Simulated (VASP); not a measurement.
# Ge2Sb2Te5 (Cm) in VASP: further runs, part 2 of 2

VASP 6.6.1. Earlier steps stand in the parts before.

**3. Single point, PBEsol**

This run uses another cell than the first one, of 31.91 Å³/atom, 1.039 times its volume.

The input, INCAR:

```
SYSTEM = Ge2Sb2Te5
PREC = Accurate
ENCUT = 520
EDIFF = 1E-6
ISMEAR = -1
SIGMA = 0.05
LREAL = .False.
LASPH = .True.
NELM = 80
ALGO = Normal
ISIF = 2
LWAVE = .False.
LCHARG = .False.
GGA = PS
NBANDS = 44
```

The input, KPOINTS:

```
Automatic mesh
0
Gamma
  5 5 4
  0 0 0
```

The input, POSCAR:

```
Ge2Sb2Te5
1.0
    6.8391360000     -3.0660060000      0.0000000000
    6.8391360000      3.0660060000      0.0000000000
   -6.8309770000      0.0000000000      6.8476090000
Te Sb Ge
5 2 2
Direct
    0.5947020000      0.5947020000      0.3864330000
    0.7952880000      0.7952880000      0.1961120000
    0.0083240000      0.0083240000      0.0064350000
    0.2065190000      0.2065190000      0.8098030000
    0.3999590000      0.3999590000      0.5971180000
    0.9017080000      0.9017080000      0.5878730000
    0.1118700000      0.1118700000      0.4173520000
    0.2842870000      0.2842870000      0.1878300000
    0.4973430000      0.4973430000      0.0110440000
```

Potentials or basis: VASP PAW PBE potentials, release 64 (Te, Sb, Ge_d).

Run with:

```
$ cat potpaw_PBE.64/Te/POTCAR potpaw_PBE.64/Sb/POTCAR potpaw_PBE.64/Ge_d/POTCAR > POTCAR
$ mpirun -np 1 vasp_std > vasp.out
```

OUTCAR:

```text
SYSTEM = Ge2Sb2Te5
   PREC = Accurate
   ENCUT = 520
   EDIFF = 1E-6
   ISMEAR = -1
   LREAL = .False.
   LASPH = .True.
   NELM = 80
   ISIF = 2
   GGA = PS

 ion  position               nearest neighbor table
   1  0.595  0.595  0.386-   9 2.85   7 3.07   7 3.07   6 3.14   8 3.19
   2  0.795  0.795  0.196-   6 2.95   8 3.07   8 3.07   9 3.08   7 3.20
   3  0.008  0.008  0.006-   8 2.82   9 3.07   9 3.07   7 3.14   6 3.19
   4  0.207  0.207  0.810-   9 2.95   8 3.00   7 3.02   6 3.06
   5  0.400  0.400  0.597-   7 2.98   8 3.05   6 3.07   6 3.07   9 3.20
   6  0.902  0.902  0.588-   2 2.95   4 3.06   5 3.07   5 3.07   1 3.14   3 3.19
   7  0.112  0.112  0.417-   5 2.98   4 3.02   1 3.07   1 3.07   3 3.14   2 3.20
   8  0.284  0.284  0.188-   3 2.82   4 3.00   5 3.05   2 3.07   2 3.07   1 3.19
   9  0.497  0.497  0.011-   1 2.85   4 2.95   3 3.07   3 3.07   2 3.08   5 3.20

  LATTYP: Found a base centered monoclinic cell.
 ALAT       =    13.6782720000
 B/A-ratio  =     0.4483031190
 C/A-ratio  =     0.7071235363
 COS(beta)  =    -0.7062464773

  Lattice vectors:

 A1 = (   6.8391360000,  -3.0660060000,   0.0000000000)
 A2 = (   6.8391360000,   3.0660060000,   0.0000000000)
 A3 = (  -6.8309770000,   0.0000000000,   6.8476090000)

Analysis of symmetry for initial positions (statically):
=====================================================================
 Subroutine PRICEL returns:
 Original cell was already a primitive cell.

 Routine SETGRP: Setting up the symmetry group for a
 base centered monoclinic supercell.

 Subroutine GETGRP returns: Found  2 space group operations
 (whereof  2 operations were pure point group operations)
 out of a pool of  4 trial point group operations.

The static configuration has the point symmetry C_1h.

Analysis of symmetry for dynamics (positions and initial velocities):
=====================================================================
 Subroutine PRICEL returns:
 Original cell was already a primitive cell.

 Routine SETGRP: Setting up the symmetry group for a
 base centered monoclinic supercell.

 Subroutine GETGRP returns: Found  2 space group operations
 (whereof  2 operations were pure point group operations)
 out of a pool of  4 trial point group operations.

The dynamic configuration has the point symmetry C_1h.

 Subroutine INISYM returns: Found  2 space group operations
 (whereof  2 operations are pure point group operations),
 and found     1 'primitive' translations

----------------------------------------------------------------------------------------

                                     Primitive cell

  volume of cell :     287.1727

  direct lattice vectors                    reciprocal lattice vectors
     6.839136000 -3.066006000  0.000000000     0.073108650 -0.163078611  0.072931078
     6.839136000  3.066006000  0.000000000     0.073108650  0.163078611  0.072931078
    -6.830977000  0.000000000  6.847609000     0.000000000  0.000000000  0.146036376

  length of vectors
     7.494943230  7.494943230  9.672228068     0.193024481  0.193024481  0.146036376

  position of ions in fractional coordinates (direct lattice)
     0.594702000  0.594702000  0.386433000
     0.795288000  0.795288000  0.196112000
     0.008324000  0.008324000  0.006435000
[... 52 lines left out ...]
 -0.400000  0.200000 -0.000000      4.000000
[... 16 lines left out ...]
 -0.200000 -0.400000  0.250000      4.000000
 -0.200000 -0.200000  0.250000      2.000000
 [... further k-points ...]
   k-points           NKPTS =     33   k-points in BZ     NKDIM =     33   number of bands    NBANDS=     44
   number of dos      NEDOS =    301   number of ions     NIONS =      9
   total plane-waves  NPLWV = 225792
   dimension x,y,z NGX =    56 NGY =   56 NGZ =   72
   dimension x,y,z NGXF=   112 NGYF=  112 NGZF=  144
   ions per type =               5   2   2
   NGX,Y,Z   is equivalent  to a cutoff of  12.42, 12.42, 12.38 a.u.
   NGXF,Y,Z  is equivalent  to a cutoff of  24.84, 24.84, 24.75 a.u.
 SYSTEM =  Ge2Sb2Te5
   PREC   = accura    normal or accurate (medium, high low for compatibility)
   ISTART =      0    job   : 0-new  1-cont  2-samecut
   ICHARG =      2    charge: 1-file 2-atom 10-const
   ISPIN  =      1    spin polarized calculation?
   LNONCOLLINEAR =      F non collinear calculations
   LSORBIT =      F    spin-orbit coupling
   LASPH  =      T    aspherical Exc in radial PAW
   ENCUT  =  520.0 eV  38.22 Ry    6.18 a.u.  13.94 13.94 17.98*2*pi/ulx,y,z
   NELM   =     80;   NELMIN=  2; NELMDL= -5     # of ELM steps
   EDIFF  = 0.1E-05   stopping-criterion for ELM
   LREAL  =      F    real-space projection
   EDIFFG = 0.1E-04   stopping-criterion for IOM
   NSW    =      0    number of steps for IOM
   IBRION =     -1    ionic relax: 0-MD 1-quasi-New 2-CG
   NFREE  =      0    steps in history (QN), initial steepest desc. (CG)
   ISIF   =      2    stress and relaxation
   ISYM   =      2    0-nonsym 1-usesym 2-fastsym
   POTIM  = 0.5000    time-step for ionic-motion
   TEBEG  =    0.0;   TEEND  =   0.0 temperature during run
   PSTRESS=    0.0 pullay stress
   NELECT =      68.0000    total number of electrons
   NUPDOWN=      -1.0000    fix difference up-down
   EMIN   =  10.00;   EMAX   =-10.00  energy-range for DOS
   EFERMI =   0.00;   METHOD = LEGACY
   ISMEAR =    -1;   SIGMA  =   0.05  broadening in eV -4-tet -1-fermi 0-gaus
   EFERMI_NEDOS =   21; number of points for ismear=-14 and -15
   IALGO  =     38    algorithm
   IMIX   =      4    mixing-type and parameters
     AMIX     =   0.40;   BMIX     =  1.00
     AMIX_MAG =   1.60;   BMIX_MAG =  1.00
  volume/ion in A,a.u.               =      31.91       215.33
  Fermi-wavevector in a.u.,A,eV,Ry     =   1.012815  1.913943 13.956774  1.025794
  Thomas-Fermi vector in A             =   2.145947
   LORBIT       =      0    0 simple, 1 ext, 2 COOP (PROOUT), +10 PAW based schemes
   GGA     = PS    functional components
   LHFCALC =     F    Hartree Fock is set to
   AEXX    =    0.0000 exact exchange contribution
   IVDW    =     0    specifies the selected vdW correction
   LEPSILON=     F    determine dielectric tensor
   LRPA    =     F    only Hartree local field effects (RPA)
 non-spin polarized calculation
  energy-cutoff  :      520.00
  volume of cell :      287.17
 maximum number of plane-waves:      7768
   NGX = 27   NGY = 27   NGZ = 35

 number of electron      68.0000002 magnetization

 Free energy of the ion-electron system (eV)
  ---------------------------------------------------
  ext. energy  EPLUGINS =         0.00000000
  ---------------------------------------------------
  free energy    TOTEN  =       -37.00757986 eV

  energy without entropy =      -37.00203800  energy(sigma->0) =      -37.00480893

 E-fermi :   5.1662     XC(G=0):  -9.2855

 val. band max:        5.0559018751   @ k =  -0.2000   0.4000   0.2500
 cond. band min:       5.3050728385   @ k =  -0.4000   0.2000  -0.0000
 fundamental gap:      0.2491709634
 Fermi energy:         5.1661803661

 k-point     1 :       0.0000    0.0000    0.0000
  band No.  band energies     occupation
      1     -19.4517      2.00000
      2     -19.4444      2.00000
      3     -19.4404      2.00000
      4     -19.4369      2.00000
      5     -19.4367      2.00000
      6     -19.4340      2.00000
[... 1117 lines left out ...]
     43       9.4561      0.00000
     44       9.7897      0.00000

 [... further k-points ...]

------------------------ aborting loop because EDIFF is reached ----------------------------------------

  FORCE on cell =-STRESS in cart. coord.  units (eV):
  Direction    XX          YY          ZZ          XY          YZ          ZX
  --------------------------------------------------------------------------------------
  -------------------------------------------------------------------------------------
  Total       -4.0103185     -4.7741421     -4.1823442      0.0000000      0.0000000     -0.1842223
  in kB      -22.3741353    -26.6356153    -23.3338907      0.0000000      0.0000000     -1.0278023
  external PRESSURE =     -24.1145471 kB  Pullay stress =       0.0000000 kB

 VOLUME and BASIS-vectors are now :
 -----------------------------------------------------------------------------
  energy-cutoff  :      520.00
  volume of cell :      287.17
      direct lattice vectors                 reciprocal lattice vectors
     6.839136000 -3.066006000  0.000000000     0.073108650 -0.163078611  0.072931078
     6.839136000  3.066006000  0.000000000     0.073108650  0.163078611  0.072931078
    -6.830977000  0.000000000  6.847609000     0.000000000  0.000000000  0.146036376

 POSITION                                       TOTAL-FORCE (eV/Angst)
 -----------------------------------------------------------------------------------
      5.49478      0.00000      2.64614         0.072026      0.000000     -0.001805
      9.53853      0.00000      1.34290        -0.042866      0.000000      0.049808
      0.06990      0.00000      0.04406         0.070941      0.000000      0.069357
     -2.70692      0.00000      5.54521         0.050259      0.000000     -0.048870
      1.39185      0.00000      4.08883         0.020188      0.000000     -0.062659
      8.31806      0.00000      4.02552         0.042933      0.000000     -0.136081
     -1.32073      0.00000      2.85786        -0.018515      0.000000      0.051393
      2.60549      0.00000      1.28619        -0.204230      0.000000     -0.038659
      6.72735      0.00000      0.07562         0.009264      0.000000      0.117516
 -----------------------------------------------------------------------------------
    total drift:                               -0.000907      0.000000      0.001157

  FREE ENERGIE OF THE ION-ELECTRON SYSTEM (eV)
  ---------------------------------------------------
  free  energy   TOTEN  =       -37.0075798617 eV

  energy  without entropy=      -37.0020379973  energy(sigma->0) =      -37.00480893
```

Run time: 11 min. Hardware: 1 thread of Intel Xeon Platinum 8259CL at 2.50GHz (Skylake/Cascade Lake), shared host; peak memory 0.73 GiB.

What came out:

| Quantity | Value |
| --- | --- |
| Free energy | -37.0076 eV |
| Pressure | -2.4 GPa |
| Largest force | 0.208 eV/Å |
| Band gap on the k mesh | 0.25 eV, indirect (least direct gap 0.32 eV) |

Forces on the atoms (eV/Å):
```
Te   0.072  0.000 -0.002
Te  -0.043  0.000  0.050
Te   0.071  0.000  0.069
Te   0.050  0.000 -0.049
Te   0.020  0.000 -0.063
Sb   0.043  0.000 -0.136
Sb  -0.019  0.000  0.051
Ge  -0.204  0.000 -0.039
Ge   0.009  0.000  0.118
```

Stress tensor (GPa, compression positive):
```
-2.24  0.00 -0.10
 0.00 -2.66  0.00
-0.10  0.00 -2.33
```

Caveat: the PAW data sets were made with another functional, which shifts forces and pressure a little; spin-orbit coupling is left out, which moves the levels of the heavy elements. A k mesh can miss the band edges.
